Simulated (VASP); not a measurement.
# AlNi: single point with LDA

AlNi:

```xyz
2
Lattice="2.8810 0.0000 0.0000 0.0000 2.8810 0.0000 0.0000 0.0000 2.8810" Properties=species:S:1:pos:R:3 pbc="T T T"
Al    0.0000    0.0000    0.0000
Ni    1.4405    1.4405    1.4405
```

```
Program                : VASP 6.6.1
Task                   : single point
Functional             : LDA
Potentials or basis    : VASP PAW LDA potentials, release 64 (Al, Ni)
Cutoff                 : 520 eV
k mesh                 : 6 × 6 × 6
Occupations            : gaussian, width 0.1 eV
Spin                   : no spin polarisation
Dipole correction      : no
Further INCAR settings : ALGO = Normal; EDIFF = 1e-06; NBANDS = 14
```

| Item | Value |
| --- | --- |
| Pressure | -7.8 GPa |

Levels at points of the mesh, in eV from the Fermi level:
```tsv
k point	band 3	band 4	band 5	band 6	band 7	band 8	band 9	band 10	band 11	band 12
(0.00, 0.00, 0.00)	-3.30	-1.62	-1.62	-1.62	5.44	5.44	5.44	8.19	8.19	13.52
(0.50, 0.00, 0.00)	-2.83	-2.32	-2.32	-1.53	-0.72	8.34	9.95	9.95	10.79	10.79
(0.50, 0.50, 0.00)	-2.86	-2.86	-2.15	-2.15	-1.10	1.41	2.43	12.10	15.11	15.11
(0.50, 0.50, 0.50)	-4.14	-1.07	-1.07	2.00	2.00	2.00	3.57	4.45	4.45	4.45
```

Wall time 2.5 s on 1 thread of Intel(R) Xeon(R) 6975P-C (Granite Rapids), on a shared host, peak memory 0.13 GiB.

Caveat: the k points lie up to 0.36 Å⁻¹ apart. Spin polarisation is off, so any magnetic state and its effect on volume and gap are missing.
